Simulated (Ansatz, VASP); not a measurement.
Two plane-wave programs on AlN

Contents of INCAR:

```
SYSTEM = AlN
PREC = Accurate
ENCUT = 520
EDIFF = 1E-6
ISMEAR = 0
SIGMA = 0.01
LREAL = .FALSE.
LASPH = .TRUE.
NELM = 60
ALGO = Normal
ISIF = 2
LWAVE = .FALSE.
LCHARG = .FALSE.
IBRION = 2
NSW = 80
EDIFFG = -0.001
```

Contents of KPOINTS:

```
Automatic mesh
0
G
  9 9 6
  0 0 0
```

The input POSCAR:

```
AlN
1.0
    3.1130000000      0.0000000000      0.0000000000
   -1.5565000000      2.6959370820      0.0000000000
    0.0000000000      0.0000000000      4.9909620000
Al N
2 2
Direct
    0.3333333333      0.6666666667      0.0000000000
    0.6666666667      0.3333333333      0.5000000000
    0.3333333333      0.6666666667      0.3800000000
    0.6666666667      0.3333333333      0.8800000000
```

Input for Ansatz:

```yaml
crystal:
  lattice:
    - [3.113, 0.0, 0.0]
    - [-1.5565, 2.695937082, 0.0]
    - [0.0, 0.0, 4.990962]
  atoms:
    - { symbol: Al, position: [0.3333333333, 0.6666666667, 0.0] }
    - { symbol: Al, position: [0.6666666667, 0.3333333333, 0.5] }
    - { symbol: "N", position: [0.3333333333, 0.6666666667, 0.38] }
    - { symbol: "N", position: [0.6666666667, 0.3333333333, 0.88] }
scf:
  occupations: { method: fixed }
output:
  forces: true
  stress: true
  eigenvalues: true
hamiltonian:
  xc: lda
relax:
  f_tol: 0.001
  max_steps: 60
kpoints:
  mp_grid: { grid: [9, 9, 6] }
```

Alike in both runs: task relaxation of the atoms; functional LDA; k mesh 9 × 9 × 6; no spin polarisation.

|  | VASP | Ansatz |
| --- | --- | --- |
| version | VASP 6.6.1 | Ansatz 0.2.0 |
| potentials or method | VASP PAW LDA potentials, release 64 (Al, N) | scalar-relativistic, plane waves, PAW |
| plane-wave cutoff (eV) | 520 | 420 |
| occupations | gaussian, width 0.01 eV | fixed |
| valence electrons in the cell | 16 | 16 |

```tsv
	VASP	Ansatz	Ansatz less VASP
gap on the k mesh at the Fermi level, each at its own relaxed structure (eV)	4.21	4.20	-0.006
```

LDA's correlation is that of Perdew and Zunger in VASP and of Perdew and Wang (1992) in Ansatz. Ansatz's warnings: stress scf threshold loose.
